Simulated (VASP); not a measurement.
# Al2Fe (P6/mmm) in VASP: a series of runs

Al2Fe is run at these levels: PBE; tasks: single point, relaxation of cell and atoms.

Program: VASP 6.6.1. These are calculated values, not measurements. Logs are shortened: lines on timing, memory, paths and dates and some standing lists are left out, and cuts for length are marked.

## (1) The cell of the first run

The structure is hexagonal, space group P6/mmm (No. 191). Conventional cell: a = 4.247 Å, b = 4.247 Å, c = 2.578 Å, α = 90.00°, β = 90.00°, γ = 120.00°. Within 3.2 Å of Al (site symmetry -6m2) lie 5 Al at 2.45 to 2.58 Å and 6 Fe at 2.77 Å. Fe (site symmetry 6/mmm) has 2 Fe at 2.58 Å and 12 Al at 2.77 Å within 3.4 Å.

The cell was built from a structure type or drawn by symmetry, and may not be a known phase.

## (2) Single point, PBE, collinear spin, ferromagnetic start

INCAR reads:

```
  PREC = Accurate
  ENCUT = 520
  EDIFF = 1E-6
  ISMEAR = 0
  SIGMA = 0.1
  LREAL = False
  LASPH = True
  NELM = 150
  ALGO = Normal
  ISIF = 2
  LWAVE = False
  LCHARG = False
  ISPIN = 2
  MAGMOM = 0 0 4
  LORBIT = 11
  LMAXMIX = 4
  GGA = PE
  NBANDS = 18
```

KPOINTS reads:

```
Automatic mesh
0
Gamma
  6 6 4
```

POSCAR reads:

```
Al2Fe
1.0
    4.2472454251      0.0000000035      0.0000000000
   -2.1236227156      3.6782224324      0.0000000000
    0.0000000000      0.0000000000      2.5784480145
Al Fe
2 1
Direct
    0.3333333333      0.6666666667      0.5000000000
    0.6666666667      0.3333333333      0.5000000000
    0.0000000000      0.0000000000      0.0000000000
```

Potentials or basis: VASP PAW PBE potentials, release 64 (Al, Fe).

Command:

```console
cat potpaw_PBE.64/Al/POTCAR potpaw_PBE.64/Fe/POTCAR > POTCAR
mpirun -np 1 vasp_std > vasp.out
```

OUTCAR:

```text
PREC = Accurate
   ENCUT = 520
   EDIFF = 1E-6
   ISMEAR = 0
   LREAL = False
   LASPH = True
   NELM = 150
   ISIF = 2
   ISPIN = 2
   LORBIT = 11
   GGA = PE

 ion  position               nearest neighbor table
   1  0.333  0.667  0.500-   2 2.45   2 2.45   2 2.45   3 2.77   3 2.77   3 2.77   3 2.77   3 2.77
                             3 2.77
   2  0.667  0.333  0.500-   1 2.45   1 2.45   1 2.45   3 2.77   3 2.77   3 2.77   3 2.77   3 2.77
                             3 2.77
   3  0.000  0.000  0.000-   1 2.77   2 2.77   1 2.77   2 2.77   1 2.77   1 2.77   2 2.77   2 2.77
                             2 2.77   2 2.77   1 2.77   1 2.77

  LATTYP: Found a hexagonal cell.
 ALAT       =     4.2472454251
 C/A-ratio  =     0.6070871250

  Lattice vectors:

 A1 = (   4.2472454251,   0.0000000035,   0.0000000000)
 A2 = (  -2.1236227156,   3.6782224324,   0.0000000000)
 A3 = (   0.0000000000,   0.0000000000,   2.5784480145)

Analysis of symmetry for initial positions (statically):
=====================================================================
 Subroutine PRICEL returns:
 Original cell was already a primitive cell.

 Routine SETGRP: Setting up the symmetry group for a
 hexagonal supercell.

 Subroutine GETGRP returns: Found 24 space group operations
 (whereof 24 operations were pure point group operations)
 out of a pool of 24 trial point group operations.

The static configuration has the point symmetry D_6h.

Analysis of symmetry for dynamics (positions and initial velocities):
=====================================================================
 Subroutine PRICEL returns:
 Original cell was already a primitive cell.

 Routine SETGRP: Setting up the symmetry group for a
 hexagonal supercell.

 Subroutine GETGRP returns: Found 24 space group operations
 (whereof 24 operations were pure point group operations)
 out of a pool of 24 trial point group operations.

The dynamic configuration has the point symmetry D_6h.

Analysis of structural, dynamic, and magnetic symmetry:
=====================================================================
 Subroutine PRICEL returns:
 Original cell was already a primitive cell.

 Routine SETGRP: Setting up the symmetry group for a
 hexagonal supercell.

 Subroutine GETGRP returns: Found 24 space group operations
 (whereof 24 operations were pure point group operations)
 out of a pool of 24 trial point group operations.

The overall configuration has the point symmetry D_6h.

 Subroutine INISYM returns: Found 24 space group operations
 (whereof 24 operations are pure point group operations),
 and found     1 'primitive' translations

----------------------------------------------------------------------------------------

                                     Primitive cell

  volume of cell :      40.2813

  direct lattice vectors                    reciprocal lattice vectors
     4.247245425  0.000000003  0.000000000     0.235446719  0.135935227  0.000000000
    -2.123622716  3.678222432  0.000000000    -0.000000000  0.271870453  0.000000000
     0.000000000  0.000000000  2.578448015     0.000000000  0.000000000  0.387830196

  length of vectors
     4.247245425  4.247245425  2.578448015     0.271870453  0.271870453  0.387830196

  position of ions in fractional coordinates (direct lattice)
     0.333333333  0.666666667  0.500000000
     0.666666667  0.333333333  0.500000000
     0.000000000  0.000000000  0.000000000

  ion indices of the primitive-cell ions
   primitive index   ion index
                 1           1
                 2           2
                 3           3

----------------------------------------------------------------------------------------

 KPOINTS: Automatic mesh

Automatic generation of k-mesh.
 Grid dimensions read from file:
 generate k-points for:    6    6    4

 Generating k-lattice:

  Cartesian coordinates                     Fractional coordinates (reciprocal lattice)
     0.039241120  0.022655871  0.000000000     0.166666667  0.000000000  0.000000000
    -0.000000000  0.045311742  0.000000000     0.000000000  0.166666667  0.000000000
     0.000000000  0.000000000  0.096957549     0.000000000  0.000000000  0.250000000

  Length of vectors
     0.045311742  0.045311742  0.096957549

  Shift w.r.t. Gamma in fractional coordinates (k-lattice)
     0.000000000  0.000000000  0.000000000

 Subroutine IBZKPT returns following result:
 ===========================================

 Found     21 irreducible k-points:

 Following reciprocal coordinates:
            Coordinates               Weight
  0.000000  0.000000  0.000000      1.000000
  0.166667  0.000000  0.000000      6.000000
  0.333333  0.000000  0.000000      6.000000
  0.500000  0.000000  0.000000      3.000000
  0.166667  0.166667  0.000000      6.000000
  0.333333  0.166667  0.000000     12.000000
[... 13 lines left out ...]
  0.333333  0.166667  0.500000     12.000000
  0.333333  0.333333  0.500000      2.000000
   k-points           NKPTS =     21   k-points in BZ     NKDIM =     21   number of bands    NBANDS=     18
   number of dos      NEDOS =    301   number of ions     NIONS =      3
   total plane-waves  NPLWV =  20480
   dimension x,y,z NGX =    32 NGY =   32 NGZ =   20
   dimension x,y,z NGXF=    64 NGYF=   64 NGZF=   40
   ions per type =               2   1
   NGX,Y,Z   is equivalent  to a cutoff of  12.53, 12.53, 12.90 a.u.
   NGXF,Y,Z  is equivalent  to a cutoff of  25.05, 25.05, 25.79 a.u.
 SYSTEM =  unknown system
   PREC   = accura    normal or accurate (medium, high low for compatibility)
   ISTART =      0    job   : 0-new  1-cont  2-samecut
   ICHARG =      2    charge: 1-file 2-atom 10-const
   ISPIN  =      2    spin polarized calculation?
   LNONCOLLINEAR =      F non collinear calculations
   LSORBIT =      F    spin-orbit coupling
   LASPH  =      T    aspherical Exc in radial PAW
   ENCUT  =  520.0 eV  38.22 Ry    6.18 a.u.   7.90  7.90  4.79*2*pi/ulx,y,z
   NELM   =    150;   NELMIN=  2; NELMDL= -5     # of ELM steps
   EDIFF  = 0.1E-05   stopping-criterion for ELM
   LREAL  =      F    real-space projection
   EDIFFG = 0.1E-04   stopping-criterion for IOM
   NSW    =      0    number of steps for IOM
   IBRION =     -1    ionic relax: 0-MD 1-quasi-New 2-CG
   NFREE  =      0    steps in history (QN), initial steepest desc. (CG)
   ISIF   =      2    stress and relaxation
   ISYM   =      2    0-nonsym 1-usesym 2-fastsym
   POTIM  = 0.5000    time-step for ionic-motion
   TEBEG  =    0.0;   TEEND  =   0.0 temperature during run
   PSTRESS=    0.0 pullay stress
   NELECT =      14.0000    total number of electrons
   NUPDOWN=      -1.0000    fix difference up-down
   EMIN   =  10.00;   EMAX   =-10.00  energy-range for DOS
   EFERMI =   0.00;   METHOD = LEGACY
   ISMEAR =     0;   SIGMA  =   0.10  broadening in eV -4-tet -1-fermi 0-gaus
   EFERMI_NEDOS =   21; number of points for ismear=-14 and -15
   IALGO  =     38    algorithm
   IMIX   =      4    mixing-type and parameters
     AMIX     =   0.40;   BMIX     =  1.00
     AMIX_MAG =   1.60;   BMIX_MAG =  1.00
  volume/ion in A,a.u.               =      13.43        90.61
  Fermi-wavevector in a.u.,A,eV,Ry     =   1.151020  2.175113 18.025644  1.324847
  Thomas-Fermi vector in A             =   2.287680
   LORBIT       =     11    0 simple, 1 ext, 2 COOP (PROOUT), +10 PAW based schemes
   GGA     = PE    functional components
   LHFCALC =     F    Hartree Fock is set to
   AEXX    =    0.0000 exact exchange contribution
   IVDW    =     0    specifies the selected vdW correction
   LEPSILON=     F    determine dielectric tensor
   LRPA    =     F    only Hartree local field effects (RPA)
 spin polarized calculation
 Gauss-broadening in eV      SIGMA  =   0.10
  energy-cutoff  :      520.00
  volume of cell :       40.28
 maximum number of plane-waves:      1096
 NGX is ok and might be reduce to    32
   NGX = 15   NGY = 15   NGZ =  9

 number of electron      13.9999993 magnetization       1.2218013

 Free energy of the ion-electron system (eV)
  ---------------------------------------------------
  ext. energy  EPLUGINS =         0.00000000
  ---------------------------------------------------
  free energy    TOTEN  =       -15.77522540 eV

  energy without entropy =      -15.77083352  energy(sigma->0) =      -15.77302946

 E-fermi :   8.4716     XC(G=0): -11.3756

 val. band max:        8.4294927106   @ k =   0.3333   0.0000   0.2500
 cond. band min:       8.5532552936   @ k =   0.3333   0.3333   0.2500
 fundamental gap:      0.1237625830
 Fermi energy:         8.4716205029

 spin component 1

 k-point     1 :       0.0000    0.0000    0.0000
  band No.  band energies     occupation
      1      -2.8698      1.00000
      2       4.5898      1.00000
      3       4.5898      1.00000
      4       5.5151      1.00000
      5       7.3617      1.00000
      6       7.3617      1.00000
[... 10 lines left out ...]
     17      26.8407      0.00000
     18      26.8412      0.00000

 k-point     2 :       0.1667    0.0000    0.0000
  band No.  band energies     occupation
      1      -2.5665      1.00000
      2       3.5727      1.00000
      3       4.6191      1.00000
      4       5.3670      1.00000
      5       7.0949      1.00000
      6       7.3467      1.00000
[... 10 lines left out ...]
     17      24.7914      0.00000
     18      25.3078      0.00000

 k-point     3 :       0.3333    0.0000    0.0000
  band No.  band energies     occupation
      1      -1.6814      1.00000
      2       1.6879      1.00000
      3       4.6903      1.00000
      4       4.9103      1.00000
      5       6.4091      1.00000
      6       6.7809      1.00000
[... 349 lines left out ...]
 k-point    20 :       0.3333    0.1667    0.5000
  band No.  band energies     occupation
      1       3.2965      1.00000
      2       4.3059      1.00000
      3       4.4876      1.00000
      4       5.3750      1.00000
      5       5.9372      1.00000
      6       7.0623      1.00000
[... 10 lines left out ...]
     17      21.9351      0.00000
     18      22.5177      0.00000

 k-point    21 :       0.3333    0.3333    0.5000
  band No.  band energies     occupation
      1       3.8104      1.00000
      2       3.8104      1.00000
      3       5.0844      1.00000
      4       5.0844      1.00000
      5       6.4966      1.00000
      6       6.7006      1.00000
[... 10 lines left out ...]
     17      19.7373      0.00000
     18      24.4580      0.00000
 Fermi energy:         8.4716205029

 spin component 2

 k-point     1 :       0.0000    0.0000    0.0000
  band No.  band energies     occupation
      1      -2.9421      1.00000
      2       4.9112      1.00000
      3       4.9112      1.00000
      4       6.2065      1.00000
      5       7.8580      1.00000
      6       8.2064      0.99991
[... 10 lines left out ...]
     17      26.7792      0.00000
     18      26.7793      0.00000

 k-point     2 :       0.1667    0.0000    0.0000
  band No.  band energies     occupation
      1      -2.6401      1.00000
      2       3.6646      1.00000
      3       4.8434      1.00000
      4       5.9217      1.00000
      5       7.5422      1.00000
      6       7.9340      1.00000
[... 10 lines left out ...]
     17      24.7491      0.00000
     18      25.2471      0.00000

 k-point     3 :       0.3333    0.0000    0.0000
  band No.  band energies     occupation
      1      -1.7594      1.00000
      2       1.6543      1.00000
      3       4.7119      1.00000
      4       5.2785      1.00000
      5       7.1724      1.00000
      6       7.6213      1.00000
[... 349 lines left out ...]
 k-point    20 :       0.3333    0.1667    0.5000
  band No.  band energies     occupation
      1       3.5427      1.00000
      2       4.3288      1.00000
      3       5.0398      1.00000
      4       5.6209      1.00000
      5       6.2317      1.00000
      6       7.9295      1.00000
[... 10 lines left out ...]
     17      22.0184      0.00000
     18      22.4213      0.00000

 k-point    21 :       0.3333    0.3333    0.5000
  band No.  band energies     occupation
      1       4.2231      1.00000
      2       4.2231      1.00000
      3       5.1734      1.00000
      4       5.1734      1.00000
      5       6.4035      1.00000
      6       7.2212      1.00000
[... 10 lines left out ...]
     17      19.9155      0.00000
     18      24.3622      0.00000

------------------------ aborting loop because EDIFF is reached ----------------------------------------

  FORCE on cell =-STRESS in cart. coord.  units (eV):
  Direction    XX          YY          ZZ          XY          YZ          ZX
  --------------------------------------------------------------------------------------
  -------------------------------------------------------------------------------------
  Total        0.0032693      0.0032693      0.0716039     -0.0000000      0.0000000     -0.0000000
  in kB        0.1300345      0.1300345      2.8480241     -0.0000000      0.0000000     -0.0000000
  external PRESSURE =       1.0360310 kB  Pullay stress =       0.0000000 kB

 VOLUME and BASIS-vectors are now :
 -----------------------------------------------------------------------------
  energy-cutoff  :      520.00
  volume of cell :       40.28
      direct lattice vectors                 reciprocal lattice vectors
     4.247245425  0.000000003  0.000000000     0.235446719  0.135935227  0.000000000
    -2.123622716  3.678222432  0.000000000    -0.000000000  0.271870453  0.000000000
     0.000000000  0.000000000  2.578448015     0.000000000  0.000000000  0.387830196

 POSITION                                       TOTAL-FORCE (eV/Angst)
 -----------------------------------------------------------------------------------
     -0.00000      2.45215      1.28922        -0.000000     -0.000000      0.000000
      2.12362      1.22607      1.28922         0.000000      0.000000     -0.000000
      0.00000      0.00000      0.00000        -0.000000     -0.000000     -0.000000
 -----------------------------------------------------------------------------------
    total drift:                                0.000000     -0.000000      0.000000

  FREE ENERGIE OF THE ION-ELECTRON SYSTEM (eV)
  ---------------------------------------------------
  free  energy   TOTEN  =       -15.7752254011 eV

  energy  without entropy=      -15.7708335231  energy(sigma->0) =      -15.77302946

 total charge

# of ion       s       p       d       tot
------------------------------------------
    1        0.405   0.426   0.000   0.831
    2        0.405   0.426   0.000   0.831
    3        0.386   0.434   6.334   7.153
--------------------------------------------------
tot          1.195   1.285   6.334   8.814

 magnetization (x)

# of ion       s       p       d       tot
------------------------------------------
    1       -0.007  -0.021   0.000  -0.028
    2       -0.007  -0.021   0.000  -0.028
    3        0.001   0.001   1.407   1.408
--------------------------------------------------
tot         -0.014  -0.041   1.407   1.352
```

Run time: 29 s. Hardware: 1 thread of AMD EPYC 7R43 (Zen 3), shared host; peak memory 0.14 GiB.

What came out:

* Free energy: -15.7752 eV
* Pressure: 0.1 GPa
* Net moment: 1.22 μB per cell
* Site moments: Al -0.03; Fe +1.41 μB
* Valence electrons inside the program's atomic spheres: Al 0.83; Fe 7.15

Levels at points of the mesh, in eV from the Fermi level:
Spin up:
```tsv
k point	band 5	band 6	band 7	band 8	band 9	band 10	band 11	band 12
(0.00, 0.00, 0.00)	-1.11	-1.11	-0.50	-0.21	-0.21	1.22	1.22	4.48
(0.50, 0.00, 0.00)	-2.18	-1.97	-1.17	-1.13	0.75	6.42	6.88	7.59
(0.00, 0.00, 0.50)	-1.96	-1.96	0.51	2.14	2.14	2.64	5.84	5.84
(0.50, 0.00, 0.50)	-3.11	-1.44	-1.35	0.16	1.01	2.32	2.61	3.14
```
Spin down:
| k point | band 2 | band 3 | band 4 | band 5 | band 6 | band 7 | band 8 | band 9 | band 10 | band 11 |
| --- | --- | --- | --- | --- | --- | --- | --- | --- | --- | --- |
| (0.00, 0.00, 0.00) | -3.56 | -3.56 | -2.27 | -0.61 | -0.27 | -0.27 | 0.71 | 0.71 | 2.02 | 2.02 |
| (0.50, 0.00, 0.00) | -8.33 | -3.82 | -3.49 | -1.36 | -0.96 | 0.62 | 0.68 | 1.60 | 6.37 | 6.76 |
| (0.00, 0.00, 0.50) | -6.02 | -1.93 | -1.93 | -1.01 | -1.01 | 1.49 | 1.99 | 1.99 | 2.53 | 6.09 |
| (0.50, 0.00, 0.50) | -3.84 | -3.40 | -3.22 | -2.57 | -0.41 | -0.29 | 1.43 | 1.88 | 2.32 | 3.05 |

Caveat: the k points lie up to 0.61 Å⁻¹ apart.

## (3) Relaxation of cell and atoms, PBE, collinear spin, ferromagnetic start

This run uses another cell than the first one, of 13.21 Å³/atom.

INCAR reads:

```
  PREC = Accurate
  ENCUT = 600
  EDIFF = 1E-6
  ISMEAR = 0
  SIGMA = 0.1
  LREAL = F
  LASPH = T
  NELM = 150
  ALGO = Fast
  ISIF = 3
  LWAVE = F
  LCHARG = F
  ISPIN = 2
  MAGMOM = 0 0 4
  LORBIT = 11
  LMAXMIX = 4
  GGA = PE
  IBRION = 2
  NSW = 90
  EDIFFG = -0.04
```

KPOINTS reads:

```
regular mesh
0
Gamma
  6 6 4
```

POSCAR reads:

```
Al2Fe
1.0
    3.4780313300      0.0000000000      0.0000000000
   -1.7390156700      3.0120634900      0.0000000000
    0.0000000000      0.0000000000      3.7832228100
Al Fe
2 1
Direct
    0.3333333300      0.6666666700      0.5000000000
    0.6666666700      0.3333333300      0.5000000000
    0.0000000000      0.0000000000      0.0000000000
```

Potentials or basis: VASP PAW PBE potentials, release 64 (Al, Fe).

Command:

```console
cat potpaw_PBE.64/Al/POTCAR potpaw_PBE.64/Fe/POTCAR > POTCAR
mpirun -np 1 vasp_std > vasp.out
```

It took 7.4 min on 1 thread of AMD EPYC 7R43 (Zen 3), shared host; peak memory 0.17 GiB.

The run converged. Its results:

- Free energy: -15.5732 eV
- Relaxed volume: 13.23 Å³/atom
- Relaxed cell: a = 4.194 Å, b = 4.194 Å, c = 2.607 Å, α = 90.00°, β = 90.00°, γ = 120.00°
- Space group after relaxing (to 0.1 Å): P6/mmm (No. 191)
- Pressure after relaxing: 0.2 GPa
- Band gap on the k mesh: zero (filled and empty bands overlap)
- Net moment: 0.00 μB per cell
- Valence electrons inside the program's atomic spheres: Al 0.84; Fe 7.20

Stress tensor (GPa, compression positive):
```
0.01 0.00 0.00
0.00 0.01 0.00
0.00 0.00 0.44
```

Final structure:
```xyz
3
Lattice="4.1938 0.0000 0.0000 -2.0969 3.6320 0.0000 0.0000 0.0000 2.6065" Properties=species:S:1:pos:R:3 pbc="T T T"
Al    0.0000    2.4213    1.3033
Al    2.0969    1.2107    1.3033
Fe    0.0000    0.0000    0.0000
```

Levels at points of the mesh, in eV from the Fermi level:
Spin up:
```csv
k point,band 4,band 5,band 6,band 7,band 8,band 9,band 10,band 11
"(0.00, 0.00, 0.00)",-2.29,-0.12,0.00,0.00,0.03,0.03,1.88,1.88
"(0.50, 0.00, 0.00)",-3.40,-1.43,-1.24,-0.09,-0.02,1.51,6.76,7.18
"(0.00, 0.00, 0.50)",-2.30,-1.34,-1.34,1.27,2.11,2.11,2.93,6.24
"(0.50, 0.00, 0.50)",-3.21,-2.85,-0.68,-0.66,1.04,1.70,2.45,2.99
```
Spin down:
```
           k point  band 5  band 6  band 7  band 8  band 9  band 10
(0.00, 0.00, 0.00)   -0.12    0.00    0.00    0.03    0.03     1.88
(0.50, 0.00, 0.00)   -1.43   -1.24   -0.09   -0.02    1.51     6.76
(0.00, 0.00, 0.50)   -1.34   -1.34    1.27    2.11    2.11     2.93
(0.50, 0.00, 0.50)   -2.85   -0.68   -0.66    1.04    1.70     2.45
```

Caveat: the k points lie up to 0.60 Å⁻¹ apart in the final cell, too coarse for converged energies and pressures of a metal; a cell axis changed by over 15 % at a fixed basis, so the end point is rough.
